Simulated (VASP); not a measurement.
# Rh (Fm-3m) in VASP: notebook

Runs on Rh. Level: r2SCAN. Tasks: single point, relaxation of cell and atoms.

Program: VASP 6.6.1. These are calculated values, not measurements. Logs are shortened: lines on timing, memory, paths and dates and some standing lists are left out, and cuts for length are marked.

### 1 The cell of the first run

It takes space group Fm-3m (No. 225, cubic). Conventional cell: a = 3.874 Å, b = 3.874 Å, c = 3.874 Å, α = 90.00°, β = 90.00°, γ = 90.00°. Within 3.6 Å of Rh (site symmetry m-3m) lie 12 Rh at 2.74 Å.

### 2 Single point, r2SCAN (volume scaled by 1.06)

POSCAR reads:

```
Rh
1.0
    0.0000000000      1.9372158723      1.9372158723
    1.9372158723      0.0000000000      1.9372158723
    1.9372158723      1.9372158723      0.0000000000
Rh
1
Direct
    0.0000000000      0.0000000000      0.0000000000
```

INCAR.step1 reads:

```
ALGO     = Normal         # electronic algorithm
EDIFF    = 1E-4           # SCF threshold, eV
ENCUT    = 520            # plane-wave cutoff, eV
GGA      = PE             # functional
ISMEAR   = 0              # smearing method
LASPH    = True           # aspherical terms in the spheres
LCHARG   = False          # write CHGCAR
LREAL    = False          # projectors in reciprocal space
LWAVE    = True           # write WAVECAR
NBANDS   = 14             # bands
NELM     = 100            # most SCF steps
PREC     = Accurate       # precision mode
SIGMA    = 0.1            # smearing width, eV
```

INCAR.step2 reads:

```
ALGO     = Normal         # electronic algorithm
EDIFF    = 1E-6           # SCF threshold, eV
ENCUT    = 520            # plane-wave cutoff, eV
ISIF     = 2              # what is computed and relaxed
ISMEAR   = 0              # smearing method
ISTART   = 1            
LASPH    = True           # aspherical terms in the spheres
LCHARG   = False          # write CHGCAR
LMIXTAU  = True         
LREAL    = False          # projectors in reciprocal space
LWAVE    = False          # write WAVECAR
METAGGA  = R2SCAN         # meta-GGA
NBANDS   = 14             # bands
NELM     = 100            # most SCF steps
PREC     = Accurate       # precision mode
SIGMA    = 0.1            # smearing width, eV
```

KPOINTS reads:

```
k-points
0
Gamma
  18 18 18
```

Potentials or basis: VASP PAW PBE potentials, release 64 (Rh_pv).

The run is started by

```bash
cat potpaw_PBE.64/Rh_pv/POTCAR > POTCAR
cp INCAR.step1 INCAR
mpirun -np 1 vasp_std > vasp.out
cp INCAR.step2 INCAR
mpirun -np 1 vasp_std > vasp.out
```

OUTCAR:

```text
EDIFF = 1E-6
   ENCUT = 520
   ISIF = 2
   ISMEAR = 0
   ISTART = 1
   LASPH = True
   LREAL = False
   METAGGA = R2SCAN
   NELM = 100
   PREC = Accurate

 ion  position               nearest neighbor table
   1  0.000  0.000  0.000-

  LATTYP: Found a face centered cubic cell.
 ALAT       =     3.8744317446

  Lattice vectors:

 A1 = (   0.0000000000,   1.9372158723,   1.9372158723)
 A2 = (   1.9372158723,   0.0000000000,   1.9372158723)
 A3 = (   1.9372158723,   1.9372158723,   0.0000000000)

Analysis of symmetry for initial positions (statically):
=====================================================================
 Subroutine PRICEL returns:
 Original cell was already a primitive cell.

 Routine SETGRP: Setting up the symmetry group for a
 face centered cubic supercell.

 Subroutine GETGRP returns: Found 48 space group operations
 (whereof 48 operations were pure point group operations)
 out of a pool of 48 trial point group operations.

The static configuration has the point symmetry O_h .

Analysis of symmetry for dynamics (positions and initial velocities):
=====================================================================
 Subroutine PRICEL returns:
 Original cell was already a primitive cell.

 Routine SETGRP: Setting up the symmetry group for a
 face centered cubic supercell.

 Subroutine GETGRP returns: Found 48 space group operations
 (whereof 48 operations were pure point group operations)
 out of a pool of 48 trial point group operations.

The dynamic configuration has the point symmetry O_h .

 Subroutine INISYM returns: Found 48 space group operations
 (whereof 48 operations are pure point group operations),
 and found     1 'primitive' translations

----------------------------------------------------------------------------------------

                                     Primitive cell

  volume of cell :      14.5400

  direct lattice vectors                    reciprocal lattice vectors
     0.000000000  1.937215872  1.937215872    -0.258102366  0.258102366  0.258102366
     1.937215872  0.000000000  1.937215872     0.258102366 -0.258102366  0.258102366
     1.937215872  1.937215872  0.000000000     0.258102366  0.258102366 -0.258102366

  length of vectors
     2.739636960  2.739636960  2.739636960     0.447046411  0.447046411  0.447046411

  position of ions in fractional coordinates (direct lattice)
     0.000000000  0.000000000  0.000000000

  ion indices of the primitive-cell ions
   primitive index   ion index
                 1           1

----------------------------------------------------------------------------------------

 KPOINTS: k-points

Automatic generation of k-mesh.
 Grid dimensions read from file:
 generate k-points for:   18   18   18

 Generating k-lattice:

  Cartesian coordinates                     Fractional coordinates (reciprocal lattice)
    -0.014339020  0.014339020  0.014339020     0.055555556  0.000000000  0.000000000
     0.014339020 -0.014339020  0.014339020     0.000000000  0.055555556  0.000000000
     0.014339020  0.014339020 -0.014339020     0.000000000  0.000000000  0.055555556

  Length of vectors
     0.024835912  0.024835912  0.024835912

  Shift w.r.t. Gamma in fractional coordinates (k-lattice)
     0.000000000  0.000000000  0.000000000

 Subroutine IBZKPT returns following result:
 ===========================================

 Found    195 irreducible k-points:

 Following reciprocal coordinates:
            Coordinates               Weight
  0.000000  0.000000  0.000000      1.000000
  0.055556  0.000000  0.000000      8.000000
  0.111111  0.000000  0.000000      8.000000
  0.166667  0.000000  0.000000      8.000000
  0.222222  0.000000  0.000000      8.000000
  0.277778  0.000000  0.000000      8.000000
[... 16 lines left out ...]
 -0.277778  0.055556  0.000000     24.000000
 -0.222222  0.055556  0.000000     24.000000
 [... further k-points ...]
   k-points           NKPTS =    195   k-points in BZ     NKDIM =    195   number of bands    NBANDS=     14
   number of dos      NEDOS =    301   number of ions     NIONS =      1
   total plane-waves  NPLWV =   8000
   dimension x,y,z NGX =    20 NGY =   20 NGZ =   20
   dimension x,y,z NGXF=    40 NGYF=   40 NGZF=   40
   ions per type =               1
   NGX,Y,Z   is equivalent  to a cutoff of  12.14, 12.14, 12.14 a.u.
   NGXF,Y,Z  is equivalent  to a cutoff of  24.27, 24.27, 24.27 a.u.
 SYSTEM =  unknown system
   PREC   = accura    normal or accurate (medium, high low for compatibility)
   ISTART =      1    job   : 0-new  1-cont  2-samecut
   ICHARG =      0    charge: 1-file 2-atom 10-const
   ISPIN  =      1    spin polarized calculation?
   LNONCOLLINEAR =      F non collinear calculations
   LSORBIT =      F    spin-orbit coupling
   LASPH  =      T    aspherical Exc in radial PAW
   ENCUT  =  520.0 eV  38.22 Ry    6.18 a.u.   5.09  5.09  5.09*2*pi/ulx,y,z
   NELM   =    100;   NELMIN=  2; NELMDL=  0     # of ELM steps
   EDIFF  = 0.1E-05   stopping-criterion for ELM
   LREAL  =      F    real-space projection
   EDIFFG = 0.1E-04   stopping-criterion for IOM
   NSW    =      0    number of steps for IOM
   IBRION =     -1    ionic relax: 0-MD 1-quasi-New 2-CG
   NFREE  =      0    steps in history (QN), initial steepest desc. (CG)
   ISIF   =      2    stress and relaxation
   ISYM   =      2    0-nonsym 1-usesym 2-fastsym
   POTIM  = 0.5000    time-step for ionic-motion
   TEBEG  =    0.0;   TEEND  =   0.0 temperature during run
   PSTRESS=    0.0 pullay stress
   NELECT =      15.0000    total number of electrons
   NUPDOWN=      -1.0000    fix difference up-down
   EMIN   =  10.00;   EMAX   =-10.00  energy-range for DOS
   EFERMI =   0.00;   METHOD = LEGACY
   ISMEAR =     0;   SIGMA  =   0.10  broadening in eV -4-tet -1-fermi 0-gaus
   EFERMI_NEDOS =   21; number of points for ismear=-14 and -15
   IALGO  =     38    algorithm
   IMIX   =      4    mixing-type and parameters
     AMIX     =   0.40;   BMIX     =  1.00
     AMIX_MAG =   1.60;   BMIX_MAG =  1.00
  volume/ion in A,a.u.               =      14.54        98.12
  Fermi-wavevector in a.u.,A,eV,Ry     =   1.654184  3.125955 37.229972  2.736326
  Thomas-Fermi vector in A             =   2.742495
   LORBIT       =      0    0 simple, 1 ext, 2 COOP (PROOUT), +10 PAW based schemes
   METAGGA = R2SCAN    functional components
   LHFCALC =     F    Hartree Fock is set to
   AEXX    =    0.0000 exact exchange contribution
   IVDW    =     0    specifies the selected vdW correction
   LEPSILON=     F    determine dielectric tensor
   LRPA    =     F    only Hartree local field effects (RPA)
 non-spin polarized calculation
 Gauss-broadening in eV      SIGMA  =   0.10
  energy-cutoff  :      520.00
  volume of cell :       14.54
 maximum number of plane-waves:       403
   NGX = 11   NGY = 11   NGZ = 11

 number of electron      14.9999993 magnetization

 Free energy of the ion-electron system (eV)
  ---------------------------------------------------
  ext. energy  EPLUGINS =         0.00000000
  ---------------------------------------------------
  free energy    TOTEN  =       -24.10710226 eV

  energy without entropy =      -24.09958304  energy(sigma->0) =      -24.10334265

 E-fermi :  10.7367     XC(G=0): -14.7906

 val. band max:       10.7138286541   @ k =   0.5000   0.3889   0.0556
 cond. band min:      10.7383616989   @ k =   0.5000   0.2222   0.1111
 fundamental gap:      0.0245330448
 Fermi energy:        10.7366563175

 k-point     1 :       0.0000    0.0000    0.0000
  band No.  band energies     occupation
      1     -36.9592      2.00000
      2     -36.9592      2.00000
      3     -36.9592      2.00000
      4       2.9755      2.00000
      5       7.8263      2.00000
      6       7.8263      2.00000
      7       7.8263      2.00000
      8       9.7404      2.00000
      9       9.7404      2.00000
     10      27.4721      0.00000
     11      28.1880      0.00000
     12      32.8971      0.00000
     13      32.8971      0.00000
     14      32.8971      0.00000

 k-point     2 :       0.0556    0.0000    0.0000
  band No.  band energies     occupation
      1     -36.9794      2.00000
      2     -36.9620      2.00000
      3     -36.9620      2.00000
      4       3.0991      2.00000
      5       7.7738      2.00000
      6       7.8733      2.00000
      7       7.8733      2.00000
      8       9.7153      2.00000
      9       9.7153      2.00000
     10      27.6382      0.00000
     11      28.1879      0.00000
     12      32.1860      0.00000
     13      33.0660      0.00000
     14      33.0661      0.00000

 k-point     3 :       0.1111    0.0000    0.0000
  band No.  band energies     occupation
      1     -37.0371      2.00000
      2     -36.9699      2.00000
      3     -36.9699      2.00000
      4       3.4546      2.00000
      5       7.6423      2.00000
      6       7.9954      2.00000
      7       7.9954      2.00000
      8       9.6627      2.00000
      9       9.6627      2.00000
     10      28.0704      0.00000
     11      28.1881      0.00000
     12      30.6961      0.00000
     13      33.5541      0.00000
     14      33.5541      0.00000

 k-point     4 :       0.1667    0.0000    0.0000
  band No.  band energies     occupation
      1     -37.1250      2.00000
      2     -36.9820      2.00000
      3     -36.9820      2.00000
      4       3.9844      2.00000
      5       7.5150      2.00000
      6       8.1293      2.00000
      7       8.1293      2.00000
      8       9.6538      2.00000
      9       9.6538      2.00000
     10      28.1873      0.00000
     11      28.4157      0.00000
     12      29.1657      0.00000
     13      34.3007      0.00000
     14      34.3007      0.00000

 k-point     5 :       0.2222    0.0000    0.0000
  band No.  band energies     occupation
      1     -37.2318      2.00000
      2     -36.9968      2.00000
      3     -36.9968      2.00000
      4       4.5499      2.00000
      5       7.5566      2.00000
      6       8.1787      2.00000
      7       8.1787      2.00000
      8       9.7896      2.00000
      9       9.7896      2.00000
     10      27.0510      0.00000
     11      28.1884      0.00000
[... 276 lines left out ...]
 k-point    22 :      -0.3333    0.0556    0.0000
  band No.  band energies     occupation
      1     -37.4761      2.00000
      2     -37.0527      2.00000
      3     -37.0269      2.00000
      4       5.1011      2.00000
      5       7.8876      2.00000
      6       7.9859      2.00000
      7       8.9896      2.00000
      8      10.4020      2.00000
      9      11.2125      0.00000
     10      22.6485      0.00000
     11      27.9927      0.00000
     12      28.1880      0.00000
     13      32.8350      0.00000
     14      34.8894      0.00000

 k-point    23 :      -0.2778    0.0556    0.0000
  band No.  band energies     occupation
      1     -37.3796      2.00000
      2     -37.0395      2.00000
      3     -37.0113      2.00000
      4       5.0828      2.00000
      5       7.9545      2.00000
      6       8.1284      2.00000
      7       8.1688      2.00000
      8       9.9548      2.00000
      9      10.6776      1.59652
     10      24.6079      0.00000
     11      28.1881      0.00000
     12      28.5909      0.00000
     13      33.6184      0.00000
     14      36.4581      0.00000

 k-point    24 :      -0.2222    0.0556    0.0000
  band No.  band energies     occupation
      1     -37.2714      2.00000
      2     -37.0234      2.00000
      3     -36.9953      2.00000
      4       4.8104      2.00000
      5       7.5058      2.00000
      6       8.1876      2.00000
      7       8.2370      2.00000
      8       9.5905      2.00000
      9      10.2358      2.00000
     10      26.5156      0.00000
     11      28.1883      0.00000
     12      29.0126      0.00000
     13      33.9787      0.00000
     14      36.0038      0.00000

 [... further k-points ...]
[... 5 lines left out ...]
  --------------------------------------------------------------------------------------
  -------------------------------------------------------------------------------------
  Total       -1.2026101     -1.2026101     -1.2026101      0.0000000      0.0000000     -0.0000000
  in kB     -132.5169294   -132.5169294   -132.5169294      0.0000000      0.0000000     -0.0000000
  external PRESSURE =    -132.5169294 kB  Pullay stress =       0.0000000 kB

 VOLUME and BASIS-vectors are now :
 -----------------------------------------------------------------------------
  energy-cutoff  :      520.00
  volume of cell :       14.54
      direct lattice vectors                 reciprocal lattice vectors
     0.000000000  1.937215872  1.937215872    -0.258102366  0.258102366  0.258102366
     1.937215872  0.000000000  1.937215872     0.258102366 -0.258102366  0.258102366
     1.937215872  1.937215872  0.000000000     0.258102366  0.258102366 -0.258102366

 POSITION                                       TOTAL-FORCE (eV/Angst)
 -----------------------------------------------------------------------------------
      0.00000      0.00000      0.00000         0.000000      0.000000      0.000000
 -----------------------------------------------------------------------------------
    total drift:                               -0.000000     -0.000000     -0.000000

  FREE ENERGIE OF THE ION-ELECTRON SYSTEM (eV)
  ---------------------------------------------------
  free  energy   TOTEN  =       -24.1071022579 eV

  energy  without entropy=      -24.0995830385  energy(sigma->0) =      -24.10334265
```

Run time: 61 s. Hardware: 1 thread of AMD EPYC 9R45 (Zen 5), shared host; peak memory 0.12 GiB.

Results:

```
Free energy : -24.1071 eV
Pressure    : -13.3 GPa
```

Caveat: the cell differs from its parent crystal (volume scaled by 1.06); the PAW data sets were made with another functional, which shifts forces and pressure a little.

### 3 Relaxation of cell and atoms, r2SCAN

This run uses another cell than the first one, of 13.67 Å³/atom, 0.940 times its volume.

POSCAR reads:

```
Rh
1.0
    0.0000000000      1.8978500000      1.8978500000
    1.8978500000      0.0000000000      1.8978500000
    1.8978500000      1.8978500000      0.0000000000
Rh
1
Direct
    0.0000000000      0.0000000000      0.0000000000
```

INCAR.step1 reads:

```
PREC = Accurate ; ENCUT = 600
ISMEAR = 0 ; SIGMA = 0.1
LREAL = F ; LASPH = T
NELM = 60 ; GGA = PE
ALGO = Normal ; EDIFF = 1E-4
LWAVE = T ; LCHARG = F
```

INCAR.step2 reads:

```
PREC = Accurate ; ENCUT = 600
EDIFF = 1E-6 ; ISMEAR = 0
SIGMA = 0.1 ; LREAL = F
LASPH = T ; NELM = 60
ALGO = Normal ; ISIF = 3
LWAVE = F ; LCHARG = F
METAGGA = R2SCAN ; LMIXTAU = T
IBRION = 2 ; NSW = 100
EDIFFG = -0.005 ; ISTART = 1
```

KPOINTS reads:

```
regular mesh
0
Gamma
  18 18 18
```

Potentials or basis: VASP PAW PBE potentials, release 64 (Rh_pv).

The run is started by

```bash
cat potpaw_PBE.64/Rh_pv/POTCAR > POTCAR
cp INCAR.step1 INCAR
mpirun -np 1 vasp_std > vasp.out
cp INCAR.step2 INCAR
mpirun -np 1 vasp_std > vasp.out
```

It took 3.4 min on 1 thread of AMD EPYC 9R45 (Zen 5), shared host; peak memory 0.15 GiB.

It converged, with:

* Free energy: -24.1391 eV
* Relaxed volume: 13.77 Å³/atom
* Relaxed cell: a = 2.690 Å, b = 2.690 Å, c = 2.690 Å, α = 60.00°, β = 60.00°, γ = 60.00°
* Space group after relaxing (to 0.05 Å): Fm-3m (No. 225)
* Energy gained by relaxing: 0.6 meV/atom
* Ionic steps: 3
* Pressure after relaxing: 0.0 GPa

The path:
```tsv
step	energy change (eV)	largest force (eV/Å)	pressure (GPa)	volume (Å³)
1	0.0000	0.0000	2.06	13.67
2	0.0033	0.0000	-4.87	14.02
3	-0.0006	0.0000	0.01	13.77
```

Final structure:
```cif
data_structure
_symmetry_space_group_name_H-M 'P 1'
_symmetry_Int_Tables_number 1
_cell_length_a 2.6905
_cell_length_b 2.6905
_cell_length_c 2.6905
_cell_angle_alpha 60.000
_cell_angle_beta 60.000
_cell_angle_gamma 60.000
_cell_volume 13.77
loop_
_atom_site_label
_atom_site_type_symbol
_atom_site_fract_x
_atom_site_fract_y
_atom_site_fract_z
_atom_site_occupancy
Rh1 Rh 0.00000 0.00000 0.00000 1
```

Levels at points of the mesh, in eV from the Fermi level:
| k point | band 4 | band 5 | band 6 | band 7 | band 8 | band 9 | band 10 | band 11 |
| --- | --- | --- | --- | --- | --- | --- | --- | --- |
| (0.00, 0.00, 0.00) | -8.17 | -3.17 | -3.17 | -3.17 | -1.08 | -1.08 | 16.71 | 17.37 |
| (0.50, 0.00, 0.00) | -6.33 | -3.29 | -3.29 | 0.58 | 0.58 | 0.90 | 9.06 | 16.27 |
| (0.50, 0.50, 0.00) | -6.54 | -6.17 | 0.50 | 1.04 | 1.04 | 3.47 | 12.85 | 13.99 |

Caveat: the PAW data sets were made with another functional, which shifts forces and pressure a little. Zero-point motion and thermal expansion aren't in these numbers.
